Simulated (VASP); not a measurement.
# GaN in VASP: further runs

The runs below take GaN through single point, with PBE.

Program: VASP 6.6.1. These are calculated values, not measurements. Logs are shortened: lines on timing, memory, paths and dates and some standing lists are left out, and cuts for length are marked.

## (1) The cell of the first run

The cell holds a wire or tube with vacuum around it, 2 atoms: a = 9.800 Å, b = 9.300 Å, c = 3.191 Å, α = 90.00°, β = 90.00°, γ = 90.00°.

## (2) Single point, PBE, collinear spin, ferromagnetic start

INCAR

```
SYSTEM = GaN
PREC = Accurate
ENCUT = 520
EDIFF = 1E-6
ISMEAR = 0
SIGMA = 0.05
LREAL = .FALSE.
LASPH = .TRUE.
NELM = 200
ALGO = Normal
ISIF = 2
LWAVE = .FALSE.
LCHARG = .TRUE.
ISPIN = 2
MAGMOM = 0.5 0.5
LORBIT = 11
GGA = PE
LELF = .TRUE.
LVHAR = .TRUE.
NBANDS = 20
GGA_COMPAT = .FALSE.
```

KPOINTS

```
regular mesh
0
G
  1 1 20
  0 0 0
```

POSCAR

```
GaN
1.0
    9.8000000000      0.0000000000      0.0000000000
    0.0000000000      9.3000000000      0.0000000000
    0.0000000000      0.0000000000      3.1906682622
Ga N
1 1
Direct
    0.4593027007      0.5000000000      0.0000000000
    0.5406972993      0.5000000000      0.5000000000
```

Potentials or basis: VASP PAW PBE potentials, release 64 (Ga_d, N).

On the command line:

```bash
cat potpaw_PBE.64/Ga_d/POTCAR potpaw_PBE.64/N/POTCAR > POTCAR
mpirun -np 1 vasp_std > vasp.out
```

OUTCAR:

```text
SYSTEM = GaN
   PREC = Accurate
   ENCUT = 520
   EDIFF = 1E-6
   ISMEAR = 0
   LREAL = .FALSE.
   LASPH = .TRUE.
   NELM = 200
   ISIF = 2
   ISPIN = 2
   LORBIT = 11
   GGA = PE

 ion  position               nearest neighbor table
   1  0.459  0.500  0.000-   2 1.78   2 1.78
   2  0.541  0.500  0.500-   1 1.78   1 1.78

  LATTYP: Found a simple orthorhombic cell.
 ALAT       =     3.1906682622
 B/A-ratio  =     2.9147499006
 C/A-ratio  =     3.0714568845

  Lattice vectors:

 A1 = (   0.0000000000,   0.0000000000,  -3.1906682622)
 A2 = (   0.0000000000,   9.3000000000,   0.0000000000)
 A3 = (   9.8000000000,   0.0000000000,   0.0000000000)

Analysis of symmetry for initial positions (statically):
=====================================================================
 Subroutine PRICEL returns:
 Original cell was already a primitive cell.

 Routine SETGRP: Setting up the symmetry group for a
 simple orthorhombic supercell.

 Subroutine GETGRP returns: Found  4 space group operations
 (whereof  4 operations were pure point group operations)
 out of a pool of  8 trial point group operations.

The static configuration has the point symmetry C_2v.

Analysis of symmetry for dynamics (positions and initial velocities):
=====================================================================
 Subroutine PRICEL returns:
 Original cell was already a primitive cell.

 Routine SETGRP: Setting up the symmetry group for a
 simple orthorhombic supercell.

 Subroutine GETGRP returns: Found  4 space group operations
 (whereof  4 operations were pure point group operations)
 out of a pool of  8 trial point group operations.

The dynamic configuration has the point symmetry C_2v.

Analysis of structural, dynamic, and magnetic symmetry:
=====================================================================
 Subroutine PRICEL returns:
 Original cell was already a primitive cell.

 Routine SETGRP: Setting up the symmetry group for a
 simple orthorhombic supercell.

 Subroutine GETGRP returns: Found  4 space group operations
 (whereof  4 operations were pure point group operations)
 out of a pool of  8 trial point group operations.

The overall configuration has the point symmetry C_2v.

 Subroutine INISYM returns: Found  4 space group operations
 (whereof  4 operations are pure point group operations),
 and found     1 'primitive' translations

----------------------------------------------------------------------------------------

                                     Primitive cell

  volume of cell :     290.7975

  direct lattice vectors                    reciprocal lattice vectors
     9.800000000  0.000000000  0.000000000     0.102040816  0.000000000  0.000000000
     0.000000000  9.300000000  0.000000000     0.000000000  0.107526882  0.000000000
     0.000000000  0.000000000  3.190668262     0.000000000  0.000000000  0.313413968

  length of vectors
     9.800000000  9.300000000  3.190668262     0.102040816  0.107526882  0.313413968

  position of ions in fractional coordinates (direct lattice)
     0.459302701  0.500000000  0.000000000
     0.540697299  0.500000000  0.500000000

  ion indices of the primitive-cell ions
   primitive index   ion index
                 1           1
                 2           2

----------------------------------------------------------------------------------------

 KPOINTS: regular mesh

Automatic generation of k-mesh.
 Grid dimensions read from file:
 generate k-points for:    1    1   20

 Generating k-lattice:

  Cartesian coordinates                     Fractional coordinates (reciprocal lattice)
     0.102040816  0.000000000  0.000000000     1.000000000  0.000000000  0.000000000
     0.000000000  0.107526882  0.000000000     0.000000000  1.000000000  0.000000000
     0.000000000  0.000000000  0.015670698     0.000000000  0.000000000  0.050000000

  Length of vectors
     0.102040816  0.107526882  0.015670698

  Shift w.r.t. Gamma in fractional coordinates (k-lattice)
     0.000000000  0.000000000  0.000000000

 Subroutine IBZKPT returns following result:
 ===========================================

 Found     11 irreducible k-points:

 Following reciprocal coordinates:
            Coordinates               Weight
  0.000000  0.000000  0.000000      1.000000
  0.000000  0.000000  0.050000      2.000000
  0.000000  0.000000  0.100000      2.000000
  0.000000  0.000000  0.150000      2.000000
  0.000000  0.000000  0.200000      2.000000
  0.000000  0.000000  0.250000      2.000000
  0.000000  0.000000  0.300000      2.000000
  0.000000  0.000000  0.350000      2.000000
  0.000000  0.000000  0.400000      2.000000
  0.000000  0.000000  0.450000      2.000000
  0.000000  0.000000  0.500000      1.000000
   k-points           NKPTS =     11   k-points in BZ     NKDIM =     11   number of bands    NBANDS=     20
   number of dos      NEDOS =    301   number of ions     NIONS =      2
   total plane-waves  NPLWV = 134400
   dimension x,y,z NGX =    80 NGY =   70 NGZ =   24
   dimension x,y,z NGXF=   160 NGYF=  140 NGZF=   48
   ions per type =               1   1
   NGX,Y,Z   is equivalent  to a cutoff of  13.57, 12.51, 12.50 a.u.
   NGXF,Y,Z  is equivalent  to a cutoff of  27.14, 25.03, 25.01 a.u.
 SYSTEM =  GaN
   PREC   = accura    normal or accurate (medium, high low for compatibility)
   ISTART =      0    job   : 0-new  1-cont  2-samecut
   ICHARG =      2    charge: 1-file 2-atom 10-const
   ISPIN  =      2    spin polarized calculation?
   LNONCOLLINEAR =      F non collinear calculations
   LSORBIT =      F    spin-orbit coupling
   LASPH  =      T    aspherical Exc in radial PAW
   ENCUT  =  520.0 eV  38.22 Ry    6.18 a.u.  18.22 17.29  5.93*2*pi/ulx,y,z
   NELM   =    200;   NELMIN=  2; NELMDL= -5     # of ELM steps
   EDIFF  = 0.1E-05   stopping-criterion for ELM
   LREAL  =      F    real-space projection
   EDIFFG = 0.1E-04   stopping-criterion for IOM
   NSW    =      0    number of steps for IOM
   IBRION =     -1    ionic relax: 0-MD 1-quasi-New 2-CG
   NFREE  =      0    steps in history (QN), initial steepest desc. (CG)
   ISIF   =      2    stress and relaxation
   ISYM   =      2    0-nonsym 1-usesym 2-fastsym
   POTIM  = 0.5000    time-step for ionic-motion
   TEBEG  =    0.0;   TEEND  =   0.0 temperature during run
   PSTRESS=    0.0 pullay stress
   NELECT =      18.0000    total number of electrons
   NUPDOWN=      -1.0000    fix difference up-down
   EMIN   =  10.00;   EMAX   =-10.00  energy-range for DOS
   EFERMI =   0.00;   METHOD = LEGACY
   ISMEAR =     0;   SIGMA  =   0.05  broadening in eV -4-tet -1-fermi 0-gaus
   EFERMI_NEDOS =   21; number of points for ismear=-14 and -15
   IALGO  =     38    algorithm
   IMIX   =      4    mixing-type and parameters
     AMIX     =   0.40;   BMIX     =  1.00
     AMIX_MAG =   1.60;   BMIX_MAG =  1.00
  volume/ion in A,a.u.               =     145.40       981.20
  Fermi-wavevector in a.u.,A,eV,Ry     =   0.647593  1.223773  5.705965  0.419377
  Thomas-Fermi vector in A             =   1.715951
   LORBIT       =     11    0 simple, 1 ext, 2 COOP (PROOUT), +10 PAW based schemes
   GGA     = PE    functional components
   LHFCALC =     F    Hartree Fock is set to
   AEXX    =    0.0000 exact exchange contribution
   IVDW    =     0    specifies the selected vdW correction
   LEPSILON=     F    determine dielectric tensor
   LRPA    =     F    only Hartree local field effects (RPA)
 spin polarized calculation
 Gauss-broadening in eV      SIGMA  =   0.05
  energy-cutoff  :      520.00
  volume of cell :      290.80
 maximum number of plane-waves:      7876
 NGX is ok and might be reduce to    80
   NGX = 37   NGY = 35   NGZ = 11

 number of electron      18.0000004 magnetization       0.0000007

 number of electron      18.0000004 magnetization      -0.0000078

 Free energy of the ion-electron system (eV)
  ---------------------------------------------------
  ext. energy  EPLUGINS =         0.00000000
  ---------------------------------------------------
  free energy    TOTEN  =        -9.27320296 eV

  energy without entropy =       -9.27320296  energy(sigma->0) =       -9.27320296

 E-fermi :  -4.1516     XC(G=0):  -2.0502

 val. band max:       -4.4016968522   @ k =   0.0000   0.0000   0.5000
 cond. band min:      -2.9045664508   @ k =   0.0000   0.0000   0.5000
 fundamental gap:      1.4971304014
 Fermi energy:        -4.1516155936

 spin component 1

 k-point     1 :       0.0000    0.0000    0.0000
  band No.  band energies     occupation
      1     -19.9255      1.00000
      2     -18.6026      1.00000
      3     -18.5060      1.00000
      4     -18.5060      1.00000
      5     -18.2945      1.00000
      6     -16.6046      1.00000
[... 12 lines left out ...]
     19       4.0109      0.00000
     20       4.5007      0.00000
[... 208 lines left out ...]
 k-point    11 :       0.0000    0.0000    0.5000
  band No.  band energies     occupation
      1     -19.3778      1.00000
      2     -18.5548      1.00000
      3     -18.4903      1.00000
      4     -18.3964      1.00000
      5     -18.3874      1.00000
      6     -16.1364      1.00000
[... 12 lines left out ...]
     19       5.4614      0.00000
     20       5.4775      0.00000
 Fermi energy:        -4.1516155936

 spin component 2

 k-point     1 :       0.0000    0.0000    0.0000
  band No.  band energies     occupation
      1     -19.9255      1.00000
      2     -18.6026      1.00000
      3     -18.5060      1.00000
      4     -18.5060      1.00000
      5     -18.2945      1.00000
      6     -16.6046      1.00000
[... 12 lines left out ...]
     19       4.0123      0.00000
     20       4.5010      0.00000
[... 208 lines left out ...]
 k-point    11 :       0.0000    0.0000    0.5000
  band No.  band energies     occupation
      1     -19.3778      1.00000
      2     -18.5548      1.00000
      3     -18.4903      1.00000
      4     -18.3964      1.00000
      5     -18.3874      1.00000
      6     -16.1364      1.00000
[... 12 lines left out ...]
     19       5.4570      0.00000
     20       5.4764      0.00000

------------------------ aborting loop because EDIFF is reached ----------------------------------------

  FORCE on cell =-STRESS in cart. coord.  units (eV):
  Direction    XX          YY          ZZ          XY          YZ          ZX
  --------------------------------------------------------------------------------------
  -------------------------------------------------------------------------------------
  Total       -1.2676092      0.0046164      0.8893211      0.0000000      0.0000000      0.0000000
  in kB       -6.9840169      0.0254347      4.8998016      0.0000000      0.0000000      0.0000000
  external PRESSURE =      -0.6862602 kB  Pullay stress =       0.0000000 kB

 VOLUME and BASIS-vectors are now :
 -----------------------------------------------------------------------------
  energy-cutoff  :      520.00
  volume of cell :      290.80
      direct lattice vectors                 reciprocal lattice vectors
     9.800000000  0.000000000  0.000000000     0.102040816  0.000000000  0.000000000
     0.000000000  9.300000000  0.000000000     0.000000000  0.107526882  0.000000000
     0.000000000  0.000000000  3.190668262     0.000000000  0.000000000  0.313413968

 POSITION                                       TOTAL-FORCE (eV/Angst)
 -----------------------------------------------------------------------------------
      4.50117      4.65000      0.00000         1.516705      0.000000      0.000000
      5.29883      4.65000      1.59533        -1.516705      0.000000      0.000000
 -----------------------------------------------------------------------------------
    total drift:                                0.000173      0.000000      0.000000

  FREE ENERGIE OF THE ION-ELECTRON SYSTEM (eV)
  ---------------------------------------------------
  free  energy   TOTEN  =        -9.2732029551 eV

  energy  without entropy=       -9.2732029551  energy(sigma->0) =       -9.27320296

 total charge

# of ion       s       p       d       tot
------------------------------------------
    1        0.938   0.804  10.076  11.818
    2        1.289   2.332   0.000   3.621
--------------------------------------------------
tot          2.227   3.136  10.076  15.438

 magnetization (x)

# of ion       s       p       d       tot
------------------------------------------
    1        0.000   0.000  -0.000   0.000
    2        0.000  -0.000   0.000  -0.000
--------------------------------------------------
tot          0.000  -0.000  -0.000   0.000
```

It took 5 min on 1 thread of Intel Xeon 8259CL, shared host; peak memory 0.49 GiB.

Results:

```yaml
Free_energy: -9.2732 eV
Largest_force: 1.517 eV/Å
Band_gap_on_the_k_mesh: 1.50 eV
Net_moment: 0.00 μB per cell
Valence_electrons_inside_the_program's_atomic_spheres: Ga 11.82; N 3.62
```

Forces on the atoms (eV/Å):
```
Ga   1.517  0.000  0.000
N   -1.517  0.000  0.000
```

(Continued in part 2 of 2.)
